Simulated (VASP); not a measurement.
# BiAs (Fm-3m) in VASP: further runs, part 2 of 2

VASP 6.6.1. The steps go on from the part before.

## Step 3: Single point, PBE

The input, INCAR:

```
ALGO = Normal ; EDIFF = 1E-6
ENCUT = 520 ; GGA = PE
ISIF = 2 ; ISMEAR = 0
LASPH = T ; LCHARG = F
LREAL = F ; LWAVE = F
NBANDS = 17 ; NELM = 100
PREC = Accurate ; SIGMA = 0.1
```

The input, KPOINTS:

```
k-points
0
Gamma
  16 16 16
```

The input, POSCAR:

```
BiAs
1.0
    0.0000000000      3.0165952298      3.0165952298
    3.0165952298      0.0000000000      3.0165952298
    3.0165952298      3.0165952298      0.0000000000
Bi As
1 1
Direct
    0.5000000000      0.5000000000      0.5000000000
    0.0000000000      0.0000000000      0.0000000000
```

Potentials or basis: VASP PAW PBE potentials, release 64 (Bi_d, As).

Launch:

```sh
$ cat potpaw_PBE.64/Bi_d/POTCAR potpaw_PBE.64/As/POTCAR > POTCAR
$ mpirun -np 1 vasp_std > vasp.out
```

OUTCAR:

```text
EDIFF = 1E-6
   ENCUT = 520
   GGA = PE
   ISIF = 2
   ISMEAR = 0
   LASPH = T
   LREAL = F
   NELM = 100
   PREC = Accurate

 ion  position               nearest neighbor table
   1  0.500  0.500  0.500-   2 3.02   2 3.02   2 3.02   2 3.02   2 3.02   2 3.02
   2  0.000  0.000  0.000-   1 3.02   1 3.02   1 3.02   1 3.02   1 3.02   1 3.02

  LATTYP: Found a face centered cubic cell.
 ALAT       =     6.0331904596

  Lattice vectors:

 A1 = (   0.0000000000,   3.0165952298,   3.0165952298)
 A2 = (   3.0165952298,   0.0000000000,   3.0165952298)
 A3 = (   3.0165952298,   3.0165952298,   0.0000000000)

Analysis of symmetry for initial positions (statically):
=====================================================================
 Subroutine PRICEL returns:
 Original cell was already a primitive cell.

 Routine SETGRP: Setting up the symmetry group for a
 face centered cubic supercell.

 Subroutine GETGRP returns: Found 48 space group operations
 (whereof 48 operations were pure point group operations)
 out of a pool of 48 trial point group operations.

The static configuration has the point symmetry O_h .

Analysis of symmetry for dynamics (positions and initial velocities):
=====================================================================
 Subroutine PRICEL returns:
 Original cell was already a primitive cell.

 Routine SETGRP: Setting up the symmetry group for a
 face centered cubic supercell.

 Subroutine GETGRP returns: Found 48 space group operations
 (whereof 48 operations were pure point group operations)
 out of a pool of 48 trial point group operations.

The dynamic configuration has the point symmetry O_h .

 Subroutine INISYM returns: Found 48 space group operations
 (whereof 48 operations are pure point group operations),
 and found     1 'primitive' translations

----------------------------------------------------------------------------------------

                                     Primitive cell

  volume of cell :      54.9011

  direct lattice vectors                    reciprocal lattice vectors
     0.000000000  3.016595230  3.016595230    -0.165749781  0.165749781  0.165749781
     3.016595230  0.000000000  3.016595230     0.165749781 -0.165749781  0.165749781
     3.016595230  3.016595230  0.000000000     0.165749781  0.165749781 -0.165749781

  length of vectors
     4.266109886  4.266109886  4.266109886     0.287087043  0.287087043  0.287087043

  position of ions in fractional coordinates (direct lattice)
     0.500000000  0.500000000  0.500000000
     0.000000000  0.000000000  0.000000000

  ion indices of the primitive-cell ions
   primitive index   ion index
                 1           1
                 2           2

----------------------------------------------------------------------------------------

 KPOINTS: k-points

Automatic generation of k-mesh.
 Grid dimensions read from file:
 generate k-points for:   16   16   16

 Generating k-lattice:

  Cartesian coordinates                     Fractional coordinates (reciprocal lattice)
    -0.010359361  0.010359361  0.010359361     0.062500000  0.000000000  0.000000000
     0.010359361 -0.010359361  0.010359361     0.000000000  0.062500000  0.000000000
     0.010359361  0.010359361 -0.010359361     0.000000000  0.000000000  0.062500000

  Length of vectors
     0.017942940  0.017942940  0.017942940

  Shift w.r.t. Gamma in fractional coordinates (k-lattice)
     0.000000000  0.000000000  0.000000000

 Subroutine IBZKPT returns following result:
 ===========================================

 Found    145 irreducible k-points:

 Following reciprocal coordinates:
            Coordinates               Weight
  0.000000  0.000000  0.000000      1.000000
  0.062500  0.000000  0.000000      8.000000
  0.125000  0.000000  0.000000      8.000000
  0.187500  0.000000  0.000000      8.000000
  0.250000  0.000000  0.000000      8.000000
  0.312500  0.000000  0.000000      8.000000
[... 16 lines left out ...]
 -0.125000  0.062500  0.000000     24.000000
 -0.062500  0.062500  0.000000     12.000000
 [... further k-points ...]
   k-points           NKPTS =    145   k-points in BZ     NKDIM =    145   number of bands    NBANDS=     17
   number of dos      NEDOS =    301   number of ions     NIONS =      2
   total plane-waves  NPLWV =  32768
   dimension x,y,z NGX =    32 NGY =   32 NGZ =   32
   dimension x,y,z NGXF=    64 NGYF=   64 NGZF=   64
   ions per type =               1   1
   NGX,Y,Z   is equivalent  to a cutoff of  12.47, 12.47, 12.47 a.u.
   NGXF,Y,Z  is equivalent  to a cutoff of  24.94, 24.94, 24.94 a.u.
 SYSTEM =  unknown system
   PREC   = accura    normal or accurate (medium, high low for compatibility)
   ISTART =      0    job   : 0-new  1-cont  2-samecut
   ICHARG =      2    charge: 1-file 2-atom 10-const
   ISPIN  =      1    spin polarized calculation?
   LNONCOLLINEAR =      F non collinear calculations
   LSORBIT =      F    spin-orbit coupling
   LASPH  =      T    aspherical Exc in radial PAW
   ENCUT  =  520.0 eV  38.22 Ry    6.18 a.u.   7.93  7.93  7.93*2*pi/ulx,y,z
   NELM   =    100;   NELMIN=  2; NELMDL= -5     # of ELM steps
   EDIFF  = 0.1E-05   stopping-criterion for ELM
   LREAL  =      F    real-space projection
   EDIFFG = 0.1E-04   stopping-criterion for IOM
   NSW    =      0    number of steps for IOM
   IBRION =     -1    ionic relax: 0-MD 1-quasi-New 2-CG
   NFREE  =      0    steps in history (QN), initial steepest desc. (CG)
   ISIF   =      2    stress and relaxation
   ISYM   =      2    0-nonsym 1-usesym 2-fastsym
   POTIM  = 0.5000    time-step for ionic-motion
   TEBEG  =    0.0;   TEEND  =   0.0 temperature during run
   PSTRESS=    0.0 pullay stress
   NELECT =      20.0000    total number of electrons
   NUPDOWN=      -1.0000    fix difference up-down
   EMIN   =  10.00;   EMAX   =-10.00  energy-range for DOS
   EFERMI =   0.00;   METHOD = LEGACY
   ISMEAR =     0;   SIGMA  =   0.10  broadening in eV -4-tet -1-fermi 0-gaus
   EFERMI_NEDOS =   21; number of points for ismear=-14 and -15
   IALGO  =     38    algorithm
   IMIX   =      4    mixing-type and parameters
     AMIX     =   0.40;   BMIX     =  1.00
     AMIX_MAG =   1.60;   BMIX_MAG =  1.00
  volume/ion in A,a.u.               =      27.45       185.25
  Fermi-wavevector in a.u.,A,eV,Ry     =   1.169206  2.209479 18.599752  1.367043
  Thomas-Fermi vector in A             =   2.305682
   LORBIT       =      0    0 simple, 1 ext, 2 COOP (PROOUT), +10 PAW based schemes
   GGA     = PE    functional components
   LHFCALC =     F    Hartree Fock is set to
   AEXX    =    0.0000 exact exchange contribution
   IVDW    =     0    specifies the selected vdW correction
   LEPSILON=     F    determine dielectric tensor
   LRPA    =     F    only Hartree local field effects (RPA)
 non-spin polarized calculation
 Gauss-broadening in eV      SIGMA  =   0.10
  energy-cutoff  :      520.00
  volume of cell :       54.90
 maximum number of plane-waves:      1496
   NGX = 15   NGY = 15   NGZ = 15

 number of electron      19.9999999 magnetization

 Free energy of the ion-electron system (eV)
  ---------------------------------------------------
  ext. energy  EPLUGINS =         0.00000000
  ---------------------------------------------------
  free energy    TOTEN  =        -8.52367124 eV

  energy without entropy =       -8.52238091  energy(sigma->0) =       -8.52302608

 E-fermi :   6.1526     XC(G=0):  -9.9149

 val. band max:        6.1364754397   @ k =  -0.1875   0.1875   0.0000
 cond. band min:       6.1855925751   @ k =  -0.3750   0.0625   0.0000
 fundamental gap:      0.0491171354
 Fermi energy:         6.1526212578

 k-point     1 :       0.0000    0.0000    0.0000
  band No.  band energies     occupation
      1     -16.8893      2.00000
      2     -16.8893      2.00000
      3     -16.8893      2.00000
      4     -16.8876      2.00000
      5     -16.8876      2.00000
      6      -7.4541      2.00000
[... 9 lines left out ...]
     16      11.9539      0.00000
     17      13.6960      0.00000
[... 441 lines left out ...]
 k-point    24 :      -0.0625    0.0625    0.0000
  band No.  band energies     occupation
      1     -16.8891      2.00000
      2     -16.8888      2.00000
      3     -16.8886      2.00000
      4     -16.8883      2.00000
      5     -16.8862      2.00000
      6      -7.3397      2.00000
[... 9 lines left out ...]
     16      12.4103      0.00000
     17      14.3801      0.00000

 [... further k-points ...]

------------------------ aborting loop because EDIFF is reached ----------------------------------------

  FORCE on cell =-STRESS in cart. coord.  units (eV):
  Direction    XX          YY          ZZ          XY          YZ          ZX
  --------------------------------------------------------------------------------------
  -------------------------------------------------------------------------------------
  Total       -0.0048696     -0.0048696     -0.0048696     -0.0000000      0.0000000      0.0000000
  in kB       -0.1421095     -0.1421095     -0.1421095     -0.0000000      0.0000000      0.0000000
  external PRESSURE =      -0.1421095 kB  Pullay stress =       0.0000000 kB

 VOLUME and BASIS-vectors are now :
 -----------------------------------------------------------------------------
  energy-cutoff  :      520.00
  volume of cell :       54.90
      direct lattice vectors                 reciprocal lattice vectors
     0.000000000  3.016595230  3.016595230    -0.165749781  0.165749781  0.165749781
     3.016595230  0.000000000  3.016595230     0.165749781 -0.165749781  0.165749781
     3.016595230  3.016595230  0.000000000     0.165749781  0.165749781 -0.165749781

 POSITION                                       TOTAL-FORCE (eV/Angst)
 -----------------------------------------------------------------------------------
      3.01660      3.01660      3.01660        -0.000000     -0.000000     -0.000000
      0.00000      0.00000      0.00000         0.000000      0.000000      0.000000
 -----------------------------------------------------------------------------------
    total drift:                               -0.000000     -0.000000      0.000000

  FREE ENERGIE OF THE ION-ELECTRON SYSTEM (eV)
  ---------------------------------------------------
  free  energy   TOTEN  =        -8.5236712441 eV

  energy  without entropy=       -8.5223809120  energy(sigma->0) =       -8.52302608
```

stdout:

```text
POSCAR found type information on POSCAR BiAs
 POSCAR found :  2 types and       2 ions
 scaLAPACK will be used
 LDA part: xc-table for (Slater+PW92), standard interpolation
 POSCAR, INCAR and KPOINTS ok, starting setup
 FFT: planning ... GRIDC
 FFT: planning ... GRID_SOFT
 FFT: planning ... GRID
 WAVECAR not read
 entering main loop
```

It took 31 s on 1 thread of Intel Xeon 6975P-C (Granite Rapids), shared host; peak memory 0.27 GiB.

Results:

```yaml
Free_energy: -8.5237 eV
Pressure: 0.0 GPa
Band_gap_on_the_k_mesh: zero (band 10 reaches 6.14 eV, above the bottom of band 11 at 6.12 eV)
```

Caveat: spin-orbit coupling is left out, which moves the levels of the heavy elements.
